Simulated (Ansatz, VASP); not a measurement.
**Two plane-wave programs on Sn3Ru**

```
Sn Ru
1.0
     3.47901    2.00860    2.14473
    -3.47901    2.00860    2.14473
     0.00000   -4.01721    2.14473
Sn Ru
3 1
Direct
  0.50000 0.00000 0.00000
  0.00000 0.50000 0.00000
  0.00000 0.00000 0.50000
  0.50000 0.50000 0.50000
```

Alike in both runs: functional PBE; k mesh 12 × 12 × 12; occupations gaussian, width 0.1 eV; no spin polarisation.

Ansatz relaxed the structure, and its values are those at the end. VASP's run is a single point on that final structure, the one shown.

|  | VASP | Ansatz |
| --- | --- | --- |
| version | VASP 6.6.1 | Ansatz 0.2.0 |
| potentials or method | VASP PAW PBE potentials, release 64 (Sn_d, Ru_pv), cutoff 520 eV | scalar-relativistic, plane waves, PAW |
| valence electrons in the cell | 56 | 58 |

```csv
,VASP,Ansatz,Ansatz less VASP
gap on the k mesh at the Fermi level (eV),none,none,-
pressure (GPa),0.0,0.0,+0.04
```

A gap of «none» marks a metal or a gap that the smearing closes. VASP's potentials hold 56 valence electrons a cell and Ansatz's 58, so a difference there can come from the potentials and not from the codes.
